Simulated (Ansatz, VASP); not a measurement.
# CO2: VASP beside Ansatz

```xyz
12
Lattice="5.4942 0.0000 0.0000 0.0000 5.4942 0.0000 0.0000 0.0000 5.4942" Properties=species:S:1:pos:R:3 pbc="T T T"
C     0.0000    0.0000    0.0000
C     2.7471    0.0000    2.7471
C     2.7471    2.7471    0.0000
C     0.0000    2.7471    2.7471
O     0.6742    0.6742    0.6742
O     2.0729    4.8200    3.4213
O     3.4213    2.0729    4.8200
O     4.8200    3.4213    2.0729
O     4.8200    4.8200    4.8200
O     3.4213    0.6742    2.0729
O     2.0729    3.4213    0.6742
O     0.6742    2.0729    3.4213
```

Alike in both runs: functional PBE; k mesh 5 × 5 × 5; occupations fermi-dirac, width 0.02 eV; no spin polarisation.

Ansatz relaxed the structure, and its values are those at the end. VASP's run is a single point on that final structure, the one shown.

```csv
,VASP,Ansatz
version,VASP 6.6.1,Ansatz 0.2.0
potentials or method,"VASP PAW PBE potentials, release 64 (C_h, O_h)","plane-wave PAW, scalar-relativistic"
plane-wave cutoff (eV),910,420
valence electrons in the cell,64,64
```

Ansatz gave:

```
gap on the k mesh at the Fermi level (eV) : 6.86
rms of the force components (eV/Å)        : 0.004
```

Question: Which values does VASP return?

Answer: gap on the k mesh at the Fermi level (eV): 6.87; rms of the force components (eV/Å): 0.010.

The functional is the same, so the differences come from potentials, cutoffs and numerics. Ansatz's warnings: stress scf threshold loose.

Noted on VASP's run: the cutoff is short for stress, so the pressure is rough.
